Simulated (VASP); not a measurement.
# Cr (Pm-3m) in VASP: further runs

Cr is run at these levels: RPBE; tasks: relaxation of cell and atoms, single point.

All numbers are computed with VASP 6.6.1; they aren't measurements. Logs are shortened: lines on timing, memory, paths and dates and some standing lists are left out, and cuts for length are marked.

### Step 1. The cell of the first run

It takes space group Pm-3m (No. 221, cubic). The conventional cell has a = 2.348 Å, b = 2.348 Å, c = 2.348 Å, α = 90.00°, β = 90.00°, γ = 90.00°. Cr (site symmetry m-3m) has 6 Cr at 2.35 Å within 3.1 Å.

### Step 2. Relaxation of cell and atoms, RPBE, collinear spin, ferromagnetic start

INCAR reads:

```
PREC = Accurate
ENCUT = 600
EDIFF = 1E-6
ISMEAR = -1
SIGMA = 0.05
LREAL = F
LASPH = T
NELM = 150
ALGO = Normal
ISIF = 3
LWAVE = F
LCHARG = F
ISPIN = 2
MAGMOM = 1.5
LORBIT = 11
LMAXMIX = 4
GGA = RP
IBRION = 2
NSW = 80
EDIFFG = -0.01
```

KPOINTS reads:

```
regular mesh
0
Gamma
  13 13 13
```

POSCAR reads:

```
Cr
1.0
    2.3484326893      0.0000000000      0.0000000000
    0.0000000000      2.3484326893      0.0000000000
    0.0000000000      0.0000000000      2.3484326893
Cr
1
Direct
    0.0000000000      0.0000000000      0.0000000000
```

Potentials or basis: VASP PAW PBE potentials, release 64 (Cr_pv).

Started as:

```sh
$ cat potpaw_PBE.64/Cr_pv/POTCAR > POTCAR
$ mpirun -np 1 vasp_std > vasp.out
```

OUTCAR:

```text
PREC = Accurate
   ENCUT = 600
   EDIFF = 1E-6
   ISMEAR = -1
   LREAL = F
   LASPH = T
   NELM = 150
   ISIF = 3
   ISPIN = 2
   LORBIT = 11
   GGA = RP
   IBRION = 2
   NSW = 80
   EDIFFG = -0.01

 ion  position               nearest neighbor table
   1  0.000  0.000  0.000-

  LATTYP: Found a simple cubic cell.
 ALAT       =     2.3484326893

  Lattice vectors:

 A1 = (   2.3484326893,   0.0000000000,   0.0000000000)
 A2 = (   0.0000000000,   2.3484326893,   0.0000000000)
 A3 = (   0.0000000000,   0.0000000000,   2.3484326893)

Analysis of symmetry for initial positions (statically):
=====================================================================
 Subroutine PRICEL returns:
 Original cell was already a primitive cell.

 Routine SETGRP: Setting up the symmetry group for a
 simple cubic supercell.

 Subroutine GETGRP returns: Found 48 space group operations
 (whereof 48 operations were pure point group operations)
 out of a pool of 48 trial point group operations.

The static configuration has the point symmetry O_h .

Analysis of symmetry for dynamics (positions and initial velocities):
=====================================================================
 Subroutine PRICEL returns:
 Original cell was already a primitive cell.

 Routine SETGRP: Setting up the symmetry group for a
 simple cubic supercell.

 Subroutine GETGRP returns: Found 48 space group operations
 (whereof 48 operations were pure point group operations)
 out of a pool of 48 trial point group operations.

The dynamic configuration has the point symmetry O_h .

Analysis of structural, dynamic, and magnetic symmetry:
=====================================================================
 Subroutine PRICEL returns:
 Original cell was already a primitive cell.

 Routine SETGRP: Setting up the symmetry group for a
 simple cubic supercell.

 Subroutine GETGRP returns: Found 48 space group operations
 (whereof 48 operations were pure point group operations)
 out of a pool of 48 trial point group operations.

The overall configuration has the point symmetry O_h .

 Subroutine INISYM returns: Found 48 space group operations
 (whereof 48 operations are pure point group operations),
 and found     1 'primitive' translations

----------------------------------------------------------------------------------------

                                     Primitive cell

  volume of cell :      12.9519

  direct lattice vectors                    reciprocal lattice vectors
     2.348432689  0.000000000  0.000000000     0.425815909  0.000000000  0.000000000
     0.000000000  2.348432689  0.000000000     0.000000000  0.425815909  0.000000000
     0.000000000  0.000000000  2.348432689     0.000000000  0.000000000  0.425815909

  length of vectors
     2.348432689  2.348432689  2.348432689     0.425815909  0.425815909  0.425815909

  position of ions in fractional coordinates (direct lattice)
     0.000000000  0.000000000  0.000000000

  ion indices of the primitive-cell ions
   primitive index   ion index
                 1           1

----------------------------------------------------------------------------------------

 KPOINTS: regular mesh

Automatic generation of k-mesh.
 Grid dimensions read from file:
 generate k-points for:   13   13   13

 Generating k-lattice:

  Cartesian coordinates                     Fractional coordinates (reciprocal lattice)
     0.032755070  0.000000000  0.000000000     0.076923077  0.000000000  0.000000000
     0.000000000  0.032755070  0.000000000     0.000000000  0.076923077  0.000000000
     0.000000000  0.000000000  0.032755070     0.000000000  0.000000000  0.076923077

  Length of vectors
     0.032755070  0.032755070  0.032755070

  Shift w.r.t. Gamma in fractional coordinates (k-lattice)
     0.000000000  0.000000000  0.000000000

 Subroutine IBZKPT returns following result:
 ===========================================

 Found     84 irreducible k-points:

 Following reciprocal coordinates:
            Coordinates               Weight
  0.000000  0.000000  0.000000      1.000000
  0.076923  0.000000  0.000000      6.000000
  0.153846  0.000000  0.000000      6.000000
  0.230769  0.000000  0.000000      6.000000
  0.307692  0.000000  0.000000      6.000000
  0.384615  0.000000  0.000000      6.000000
[... 16 lines left out ...]
  0.307692  0.307692  0.000000     12.000000
  0.384615  0.307692  0.000000     24.000000
 [... further k-points ...]
   k-points           NKPTS =     84   k-points in BZ     NKDIM =     84   number of bands    NBANDS=     11
   number of dos      NEDOS =    301   number of ions     NIONS =      1
   total plane-waves  NPLWV =   8000
   dimension x,y,z NGX =    20 NGY =   20 NGZ =   20
   dimension x,y,z NGXF=    40 NGYF=   40 NGZF=   40
   ions per type =               1
   NGX,Y,Z   is equivalent  to a cutoff of  14.16, 14.16, 14.16 a.u.
   NGXF,Y,Z  is equivalent  to a cutoff of  28.32, 28.32, 28.32 a.u.
 SYSTEM =  unknown system
   PREC   = accura    normal or accurate (medium, high low for compatibility)
   ISTART =      0    job   : 0-new  1-cont  2-samecut
   ICHARG =      2    charge: 1-file 2-atom 10-const
   ISPIN  =      2    spin polarized calculation?
   LNONCOLLINEAR =      F non collinear calculations
   LSORBIT =      F    spin-orbit coupling
   LASPH  =      T    aspherical Exc in radial PAW
   ENCUT  =  600.0 eV  44.10 Ry    6.64 a.u.   4.69  4.69  4.69*2*pi/ulx,y,z
   NELM   =    150;   NELMIN=  2; NELMDL= -5     # of ELM steps
   EDIFF  = 0.1E-05   stopping-criterion for ELM
   LREAL  =      F    real-space projection
   EDIFFG = -.1E-01   stopping-criterion for IOM
   NSW    =     80    number of steps for IOM
   IBRION =      2    ionic relax: 0-MD 1-quasi-New 2-CG
   NFREE  =      1    steps in history (QN), initial steepest desc. (CG)
   ISIF   =      3    stress and relaxation
   ISYM   =      2    0-nonsym 1-usesym 2-fastsym
   POTIM  = 0.5000    time-step for ionic-motion
   TEBEG  =    0.0;   TEEND  =   0.0 temperature during run
   PSTRESS=    0.0 pullay stress
   NELECT =      12.0000    total number of electrons
   NUPDOWN=      -1.0000    fix difference up-down
   EMIN   =  10.00;   EMAX   =-10.00  energy-range for DOS
   EFERMI =   0.00;   METHOD = LEGACY
   ISMEAR =    -1;   SIGMA  =   0.05  broadening in eV -4-tet -1-fermi 0-gaus
   EFERMI_NEDOS =   21; number of points for ismear=-14 and -15
   IALGO  =     38    algorithm
   IMIX   =      4    mixing-type and parameters
     AMIX     =   0.40;   BMIX     =  1.00
     AMIX_MAG =   1.60;   BMIX_MAG =  1.00
  volume/ion in A,a.u.               =      12.95        87.40
  Fermi-wavevector in a.u.,A,eV,Ry     =   1.595967  3.015940 34.655527  2.547109
  Thomas-Fermi vector in A             =   2.693803
   LORBIT       =     11    0 simple, 1 ext, 2 COOP (PROOUT), +10 PAW based schemes
   GGA     = RP    functional components
   LHFCALC =     F    Hartree Fock is set to
   AEXX    =    0.0000 exact exchange contribution
   IVDW    =     0    specifies the selected vdW correction
   LEPSILON=     F    determine dielectric tensor
   LRPA    =     F    only Hartree local field effects (RPA)
 conjugate gradient relaxation of ions
 spin polarized calculation
  energy-cutoff  :      600.00
  volume of cell :       12.95
 maximum number of plane-waves:       449
 NGX is ok and might be reduce to    20
   NGX =  9   NGY =  9   NGZ =  9

--------------------------------------- Ionic step        1  -------------------------------------------

 number of electron      12.0000009 magnetization      -0.0003401

 number of electron      12.0000009 magnetization       0.0000272

 Free energy of the ion-electron system (eV)
  ---------------------------------------------------
  ext. energy  EPLUGINS =         0.00000000
  ---------------------------------------------------
  free energy    TOTEN  =        -7.99403881 eV

  energy without entropy =       -7.98469675  energy(sigma->0) =       -7.98936778

------------------------ aborting loop because EDIFF is reached ----------------------------------------

  FORCE on cell =-STRESS in cart. coord.  units (eV):
  Direction    XX          YY          ZZ          XY          YZ          ZX
  --------------------------------------------------------------------------------------
  -------------------------------------------------------------------------------------
  Total        0.1260909      0.1260909      0.1260909      0.0000000     -0.0000000      0.0000000
  in kB       15.5976778     15.5976778     15.5976778      0.0000000     -0.0000000      0.0000000
  external PRESSURE =      15.5976778 kB  Pullay stress =       0.0000000 kB
[... 59 lines left out ...]
--------------------------------------- Ionic step        3  -------------------------------------------

 number of electron      12.0000004 magnetization      -0.0000038

 number of electron      12.0000004 magnetization       0.0000059

 Free energy of the ion-electron system (eV)
  ---------------------------------------------------
  ext. energy  EPLUGINS =         0.00000000
  ---------------------------------------------------
  free energy    TOTEN  =        -7.99457129 eV

  energy without entropy =       -7.98501251  energy(sigma->0) =       -7.98979190

 E-fermi :   9.5464     XC(G=0): -12.7313

 val. band max:        9.5039034000   @ k =   0.3846   0.1538   0.1538
 cond. band min:       9.5685385699   @ k =   0.3846   0.3077   0.1538
 fundamental gap:      0.0646351699
 Fermi energy:         9.5464087893

 spin component 1

 k-point     1 :       0.0000    0.0000    0.0000
  band No.  band energies     occupation
      1     -33.1159      1.00000
      2     -33.1159      1.00000
      3     -33.1159      1.00000
      4       2.2300      1.00000
      5       6.4131      1.00000
      6       6.4131      1.00000
      7      11.9124      0.00000
      8      11.9124      0.00000
      9      11.9124      0.00000
     10      17.0752      0.00000
     11      28.8794      0.00000
[... 309 lines left out ...]
 k-point    24 :       0.3846    0.3077    0.0000
  band No.  band energies     occupation
      1     -33.8721      1.00000
      2     -33.6682      1.00000
      3     -32.9862      1.00000
      4       5.9236      1.00000
      5       7.4098      1.00000
      6      10.1222      0.00001
      7      10.4854      0.00000
      8      10.8880      0.00000
      9      12.0561      0.00000
     10      17.0711      0.00000
     11      18.3559      0.00000

 [... further k-points ...]

 spin component 2

 k-point     1 :       0.0000    0.0000    0.0000
  band No.  band energies     occupation
      1     -33.1159      1.00000
      2     -33.1159      1.00000
      3     -33.1159      1.00000
      4       2.2300      1.00000
      5       6.4131      1.00000
      6       6.4131      1.00000
      7      11.9124      0.00000
      8      11.9124      0.00000
      9      11.9124      0.00000
     10      17.0752      0.00000
     11      28.8794      0.00000
[... 350 lines left out ...]
  FREE ENERGIE OF THE ION-ELECTRON SYSTEM (eV)
  ---------------------------------------------------
  free  energy   TOTEN  =        -7.9945712872 eV

  energy  without entropy=       -7.9850125089  energy(sigma->0) =       -7.98979190

 reached required accuracy - stopping structural energy minimisation

 total charge

# of ion       s       p       d       tot
------------------------------------------
    1        0.449   6.287   4.313  11.050

 magnetization (x)

# of ion       s       p       d       tot
------------------------------------------
    1       -0.000  -0.000  -0.000  -0.000
```

It took 93 s on 1 thread of Intel Xeon 8259CL, shared host; peak memory 0.15 GiB.

What came out:

```
Free energy                                           : -7.9946 eV
Relaxed volume                                        : 13.06 Å³/atom
Relaxed cell                                          : a = 2.355 Å, b = 2.355 Å, c = 2.355 Å, α = 90.00°, β = 90.00°, γ = 90.00°
Space group after relaxing (to 0.05 Å)                : Pm-3m (No. 221)
Energy gained by relaxing                             : 0.5 meV/atom
Ionic steps                                           : 3
Pressure after relaxing                               : 0.0 GPa
Band gap on the k mesh                                : zero (filled and empty bands overlap)
Net moment                                            : 0.00 μB per cell
Valence electrons inside the program's atomic spheres : Cr 11.05
```

Step by step:
```csv
step,energy change (eV),largest force (eV/Å),pressure (GPa),volume (Å³)
1,0.0000,0.0000,1.56,12.95
2,0.0001,0.0000,-1.69,13.19
3,-0.0005,0.0000,0.01,13.06
```

Final structure:
```yaml
crystal:
  lattice:
    - [2.35511, 0.00000, 0.00000]
    - [0.00000, 2.35511, 0.00000]
    - [0.00000, 0.00000, 2.35511]
  atoms:
    - { symbol: Cr, position: [0.00000, 0.00000, 0.00000] }
```

Levels at points of the mesh, in eV from the Fermi level:
Spin up:
```
           k point  band 3  band 4  band 5  band 6  band 7  band 8  band 9  band 10
(0.00, 0.00, 0.00)  -42.66   -7.32   -3.13   -3.13    2.37    2.37    2.37     7.53
```
Spin down:
```
           k point  band 3  band 4  band 5  band 6  band 7  band 8  band 9  band 10
(0.00, 0.00, 0.00)  -42.66   -7.32   -3.13   -3.13    2.37    2.37    2.37     7.53
```

Caveat: the starting moments collapsed, and a magnetic state may lie lower; the PAW data sets were made with another functional, which shifts forces and pressure a little.

### Step 3. Single point, RPBE, collinear spin, ferromagnetic start

This run uses another cell than the first one, of 13.08 Å³/atom, 1.010 times its volume.

INCAR reads:

```
  ALGO = Normal
  EDIFF = 1E-6
  ENCUT = 520
  GGA = RP
  ISIF = 2
  ISMEAR = -1
  ISPIN = 2
  LASPH = True
  LCHARG = False
  LMAXMIX = 4
  LORBIT = 11
  LREAL = False
  LWAVE = False
  MAGMOM = 1.5
  NBANDS = 16
  NELM = 150
  PREC = Accurate
  SIGMA = 0.05
```

KPOINTS reads:

```
k-points
0
Gamma
  22 22 22
```

POSCAR reads:

```
Cr
1.0
    2.3559356332      0.0000000000      0.0000000000
    0.0000000000      2.3559356332      0.0000000000
    0.0000000000      0.0000000000      2.3559356332
Cr
1
Direct
    0.0000000000      0.0000000000      0.0000000000
```

Potentials or basis: VASP PAW PBE potentials, release 64 (Cr_pv).

Started as:

```sh
$ cat potpaw_PBE.64/Cr_pv/POTCAR > POTCAR
$ mpirun -np 1 vasp_std > vasp.out
```

Run time: 2.8 min. Hardware: 1 thread of Intel Xeon 8259CL, shared host; peak memory 0.21 GiB.

Results (log left out):

```yaml
Free_energy: -7.9844 eV
Pressure: 0.3 GPa
Band_gap_on_the_k_mesh: zero (filled and empty bands overlap)
Net_moment: 0.00 μB per cell
Valence_electrons_inside_the_program's_atomic_spheres: Cr 11.05
```

Levels at points of the mesh, in eV from the Fermi level:
Spin up:
| k point | band 3 | band 4 | band 5 | band 6 | band 7 | band 8 | band 9 | band 10 |
| --- | --- | --- | --- | --- | --- | --- | --- | --- |
| (0.00, 0.00, 0.00) | -42.64 | -7.29 | -3.11 | -3.11 | 2.39 | 2.39 | 2.39 | 7.55 |
| (0.50, 0.00, 0.00) | -42.55 | -3.07 | -2.37 | -0.73 | 0.50 | 0.50 | 2.56 | 7.02 |
| (0.50, 0.50, 0.00) | -42.47 | -4.41 | -1.67 | 0.91 | 0.91 | 3.58 | 6.04 | 6.04 |
| (0.50, 0.50, 0.50) | -43.33 | -2.83 | -2.83 | -2.83 | 3.69 | 3.69 | 7.55 | 11.06 |
Spin down:
| k point | band 4 | band 5 | band 6 | band 7 | band 8 | band 9 |
| --- | --- | --- | --- | --- | --- | --- |
| (0.00, 0.00, 0.00) | -7.29 | -3.11 | -3.11 | 2.39 | 2.39 | 2.39 |
| (0.50, 0.00, 0.00) | -3.07 | -2.37 | -0.73 | 0.50 | 0.50 | 2.56 |
| (0.50, 0.50, 0.00) | -4.41 | -1.67 | 0.91 | 0.91 | 3.58 | 6.04 |
| (0.50, 0.50, 0.50) | -2.83 | -2.83 | -2.83 | 3.69 | 3.69 | 7.55 |

Caveat: the starting moments collapsed, and a magnetic state may lie lower; the PAW data sets were made with another functional, which shifts forces and pressure a little.

[end of part 1 of 2]
